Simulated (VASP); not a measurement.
Write the native input for VASP 6.6.1 that does the following.

```
Task                   : relaxation of cell and atoms
Functional             : LDA
Potentials or basis    : VASP PAW LDA potentials, release 64 (As)
Cutoff                 : 600 eV
k mesh                 : 17 × 17 × 17
Occupations            : fermi-dirac, width 0.1 eV
Spin                   : no spin polarisation
Dipole correction      : no
Further INCAR settings : ALGO = Normal; EDIFF = 1e-07; IBRION = 2; EDIFFG = -0.005; NSW = 60; ISIF = 3
```

The structure of As lies in POSCAR:

```
As
1.0
    0.0000000000      2.1179117921      2.1179117921
    2.1179117921      0.0000000000      2.1179117921
    2.1179117921      2.1179117921      0.0000000000
As
1
Direct
    0.0000000000      0.0000000000      0.0000000000
```

These files were run (other wordings do the same):

INCAR

```
ALGO     = Normal         # electronic algorithm
EDIFF    = 1E-7           # SCF threshold, eV
EDIFFG   = -0.005         # ionic threshold
ENCUT    = 600            # plane-wave cutoff, eV
GGA      = CA             # functional
IBRION   = 2              # ionic algorithm
ISIF     = 3              # what is computed and relaxed
ISMEAR   = -1             # smearing method
LASPH    = T              # aspherical terms in the spheres
LCHARG   = F              # write CHGCAR
LREAL    = F              # projectors in reciprocal space
LWAVE    = F              # write WAVECAR
NELM     = 60             # most SCF steps
NSW      = 60             # ionic steps
PREC     = Accurate       # precision mode
SIGMA    = 0.1            # smearing width, eV
```

KPOINTS

```
k-points
0
Gamma
  17 17 17
```

Potentials or basis: VASP PAW LDA potentials, release 64 (As).

Launch:

```console
$ cat potpaw_LDA.64/As/POTCAR > POTCAR
$ mpirun -np 1 vasp_std > vasp.out
```

Results of the run:

The relaxed volume is 18.20 Å³/atom and the relaxed cell is a = 2.952 Å, b = 2.952 Å, c = 2.952 Å, α = 60.00°, β = 60.00°, γ = 60.00°. The space group after relaxing (to 0.05 Å) is Fm-3m (No. 225) and the energy gained by relaxing is 9.8 meV/atom. The ionic steps are 3 and the pressure after relaxing is 0.0 GPa.

Run time: 9.7 s on 1 thread of Intel(R) Xeon(R) 6975P-C (Granite Rapids), on a shared host, peak memory 0.15 GiB.
